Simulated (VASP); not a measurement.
# PtS2 in VASP: notebook, part 2 of 2

VASP 6.6.1. The steps go on from the part before.

## 3. Single point, PBE+D3(BJ)

Input file INCAR:

```
SYSTEM = PtS2
PREC = Accurate
ENCUT = 400
EDIFF = 1E-6
ISMEAR = 0
SIGMA = 0.05
LREAL = .False.
LASPH = .True.
NELM = 120
ALGO = Normal
ISIF = 2
LWAVE = .False.
LCHARG = .False.
LDIPOL = .True.
IDIPOL = 3
DIPOL = 0.5 0.5 0.363
GGA = PE
IVDW = 12
NBANDS = 31
GGA_COMPAT = .False.
NELMDL = -8
```

Input file KPOINTS:

```
Automatic mesh
0
Gamma
  9 9 1
  0 0 0
```

Input file POSCAR:

```
PtS2
1.0
    3.5415277692      0.0000000000      0.0000000000
   -1.7707638846      3.0670530163      0.0000000000
    0.0000000000      0.0000000000     22.4670602589
S Pt
4 2
Direct
    0.6666666667      0.3333333333      0.2002932270
    0.3333333333      0.6666666667      0.3103333288
    0.6666666667      1.3333333333      0.4151823447
    0.3333333333      1.6666666667      0.5252214244
    0.0000000000      0.0000000000      0.2560273398
    0.0000000000      1.0000000000      0.4694876457
```

Potentials or basis: VASP PAW PBE potentials, release 64 (S, Pt).

Started as:

```
> cat potpaw_PBE.64/S/POTCAR potpaw_PBE.64/Pt/POTCAR > POTCAR
> mpirun -np 1 vasp_std > vasp.out
```

OUTCAR:

```text
SYSTEM = PtS2
   PREC = Accurate
   ENCUT = 400
   EDIFF = 1E-6
   ISMEAR = 0
   LREAL = .False.
   LASPH = .True.
   NELM = 120
   ISIF = 2
   GGA = PE
   IVDW = 12
   NELMDL = -8
 IVDW          = 12

 ion  position               nearest neighbor table
   1  0.667  0.333  0.200-   5 2.40   5 2.40   5 2.40
   2  0.333  0.667  0.310-   5 2.38   5 2.38   5 2.38
   3  0.667  0.333  0.415-   6 2.38   6 2.38   6 2.38
   4  0.333  0.667  0.525-   6 2.40   6 2.40   6 2.40
   5  0.000  0.000  0.256-   2 2.38   2 2.38   2 2.38   1 2.40   1 2.40   1 2.40
   6  0.000  0.000  0.469-   3 2.38   3 2.38   3 2.38   4 2.40   4 2.40   4 2.40

  LATTYP: Found a hexagonal cell.
 ALAT       =     3.5415277692
 C/A-ratio  =     6.3438893390

  Lattice vectors:

 A1 = (   3.5415277692,   0.0000000000,   0.0000000000)
 A2 = (  -1.7707638846,   3.0670530163,   0.0000000000)
 A3 = (   0.0000000000,   0.0000000000,  22.4670602589)

Analysis of symmetry for initial positions (statically):
=====================================================================
 Subroutine PRICEL returns:
 Original cell was already a primitive cell.

 Routine SETGRP: Setting up the symmetry group for a
 hexagonal supercell.

 Subroutine GETGRP returns: Found 12 space group operations
 (whereof  6 operations were pure point group operations)
 out of a pool of 24 trial point group operations.

The static configuration has the point symmetry C_3v.
 The point group associated with its full space group is D_3d.

Analysis of symmetry for dynamics (positions and initial velocities):
=====================================================================
 Subroutine PRICEL returns:
 Original cell was already a primitive cell.

 Routine SETGRP: Setting up the symmetry group for a
 hexagonal supercell.

 Subroutine GETGRP returns: Found 12 space group operations
 (whereof  6 operations were pure point group operations)
 out of a pool of 24 trial point group operations.

The dynamic configuration has the point symmetry C_3v.
[... 125 lines left out ...]
   LRPA    =     F    only Hartree local field effects (RPA)
 non-spin polarized calculation
 Gauss-broadening in eV      SIGMA  =   0.05
  energy-cutoff  :      400.00
  volume of cell :      244.04
 maximum number of plane-waves:      4458
 NGX is ok and might be reduce to    24
   NGX = 11   NGY = 11   NGZ = 73

 dipolmoment           0.000000      0.000000      0.000043 electrons x Angstroem

 number of electron      43.9999986 magnetization

 dipolmoment           0.000000      0.000000     -0.000110 electrons x Angstroem

 Free energy of the ion-electron system (eV)
  ---------------------------------------------------
  ext. energy  EPLUGINS =         0.00000000
  ---------------------------------------------------
  free energy    TOTEN  =       -30.77462294 eV

  energy without entropy =      -30.77462294  energy(sigma->0) =      -30.77462294

 E-fermi :   0.2544     XC(G=0):  -5.3090

 val. band max:       -0.0076695201   @ k =   0.1111  -0.0000   0.0000
 cond. band min:       0.8946599906   @ k =   0.2222  -0.0000   0.0000
 fundamental gap:      0.9023295107
 Fermi energy:         0.2544399924

 k-point     1 :       0.0000    0.0000    0.0000
  band No.  band energies     occupation
      1     -15.2121      2.00000
      2     -14.8307      2.00000
      3     -13.0615      2.00000
      4     -12.4556      2.00000
      5      -6.6998      2.00000
      6      -6.4771      2.00000
[... 397 lines left out ...]
     30       8.0948      0.00000
     31       8.1667      0.00000

------------------------ aborting loop because EDIFF is reached ----------------------------------------

 vacuum level on the upper side and lower side of the slab       (xc-potential included)        -0.365        -0.360

 Edisp (eV)   -2.14342

 E8    (eV) :    -0.8919

  FORCE on cell =-STRESS in cart. coord.  units (eV):
  Direction    XX          YY          ZZ          XY          YZ          ZX
  --------------------------------------------------------------------------------------
  -------------------------------------------------------------------------------------
  Total       0.45707     0.45707    -0.21948     0.00000     0.00000    -0.00000
  in kB       3.00081     3.00081    -1.44093     0.00000     0.00000    -0.00000
  external pressure =        1.52 kB  Pullay stress =        0.00 kB

 VOLUME and BASIS-vectors are now :
 -----------------------------------------------------------------------------
  energy-cutoff  :      400.00
  volume of cell :      244.04
      direct lattice vectors                 reciprocal lattice vectors
     3.541527769  0.000000000  0.000000000     0.282364015  0.163022940  0.000000000
    -1.770763885  3.067053016  0.000000000     0.000000000  0.326045880  0.000000000
     0.000000000  0.000000000 22.467060259     0.000000000  0.000000000  0.044509606

 POSITION                                       TOTAL-FORCE (eV/Angst)
 -----------------------------------------------------------------------------------
      1.77076      1.02235      4.50000         0.000000      0.000000      0.041337
     -0.00000      2.04470      6.97228        -0.000000     -0.000000     -0.040855
      1.77076      1.02235      9.32793         0.000000      0.000000      0.040855
     -0.00000      2.04470     11.80018        -0.000000      0.000000     -0.041337
      0.00000      0.00000      5.75218         0.000000     -0.000000     -0.006564
      0.00000      0.00000     10.54801        -0.000000      0.000000      0.006564
 -----------------------------------------------------------------------------------
    total drift:                                0.000000      0.000000     -0.009279

  FREE ENERGIE OF THE ION-ELECTRON SYSTEM (eV)
  ---------------------------------------------------
  free  energy   TOTEN  =       -32.9180400956 eV

  energy  without entropy=      -32.9180400956  energy(sigma->0) =      -32.91804010

 vacuum level on the upper side and lower side of the slab         5.175         5.175
```

Wall time 63 s (1 thread of Intel Xeon 6975P-C (Granite Rapids), shared host); peak memory 0.29 GiB.

Results:

| Item | Value |
| --- | --- |
| Free energy | -32.9180 eV |
| Largest force | 0.041 eV/Å |
| Band gap on the k mesh | 0.90 eV, indirect (least direct gap 1.21 eV) |
| Dispersion energy per atom | -0.357 eV |

Forces in eV/Å, atoms in the order of the input:
```
S    0.000  0.000  0.041
S    0.000  0.000 -0.041
S    0.000  0.000  0.041
S    0.000  0.000 -0.041
Pt   0.000  0.000 -0.007
Pt   0.000  0.000  0.007
```

Levels at points of the mesh, in eV from the valence-band top:
```
           k point  band 20  band 21  band 22  band 23  band 24  band 25
(0.00, 0.00, 0.00)    -1.06    -1.06    -0.28     2.10     2.10     2.56
```

Caveat: spin-orbit coupling is left out, which moves the levels of the heavy elements.

## 4. Single point, PBE+D3(BJ)

Input file INCAR:

```
SYSTEM = PtS2
  PREC = Accurate
  ENCUT = 400
  EDIFF = 1E-6
  ISMEAR = 0
  SIGMA = 0.05
  LREAL = .FALSE.
  LASPH = .TRUE.
  NELM = 120
  ALGO = Normal
  ISIF = 2
  LWAVE = .FALSE.
  LCHARG = .TRUE.
  LDIPOL = .TRUE.
  IDIPOL = 3
  DIPOL = 0.5 0.5 0.375
  GGA = PE
  IVDW = 12
  LELF = .TRUE.
  LVHAR = .TRUE.
  LVACPOTAV = .TRUE.
  NBANDS = 31
  GGA_COMPAT = .FALSE.
  NELMDL = -8
```

Input file KPOINTS:

```
regular mesh
0
G
  9 9 1
  0 0 0
```

Input file POSCAR:

```
PtS2
1.0
    3.5415277692      0.0000000000      0.0000000000
   -1.7707638846      3.0670530163      0.0000000000
    0.0000000000      0.0000000000     22.4670602589
S Pt
4 2
Direct
    0.6666666667      0.3333333333      0.2002932270
    0.3333333333      0.6666666667      0.3106541414
    1.0000000000      1.0000000000      0.4391895849
    0.6666666667      1.3333333333      0.5495505327
    0.0000000000      0.0000000000      0.2556541596
    0.3333333333      0.6666666667      0.4941903463
```

Started as:

```
> cat potpaw_PBE.64/S/POTCAR potpaw_PBE.64/Pt/POTCAR > POTCAR
> mpirun -np 1 vasp_std > vasp.out
```

Wall time 51 s (1 thread of Intel Xeon 6975P-C (Granite Rapids), shared host); peak memory 0.29 GiB.

The run converged. Its results:

```
Free energy                : -32.8427 eV
Largest force              : 0.039 eV/Å
Band gap on the k mesh     : 1.24 eV, indirect (least direct gap 1.47 eV)
Dispersion energy per atom : -0.334 eV
```

Forces on the atoms (eV/Å):
```
S    0.000  0.000  0.039
S    0.000  0.000 -0.039
S    0.000  0.000  0.039
S    0.000  0.000 -0.039
Pt   0.000  0.000 -0.002
Pt   0.000  0.000  0.002
```

Levels at points of the mesh, in eV from the valence-band top:
```tsv
k point	band 18	band 19	band 20	band 21	band 22	band 23	band 24	band 25	band 26	band 27
(0.00, 0.00, 0.00)	-0.74	-0.74	-0.64	-0.64	-0.37	2.75	2.75	2.84	2.84	5.09
```

Caveat: spin-orbit coupling is left out, which moves the levels of the heavy elements.
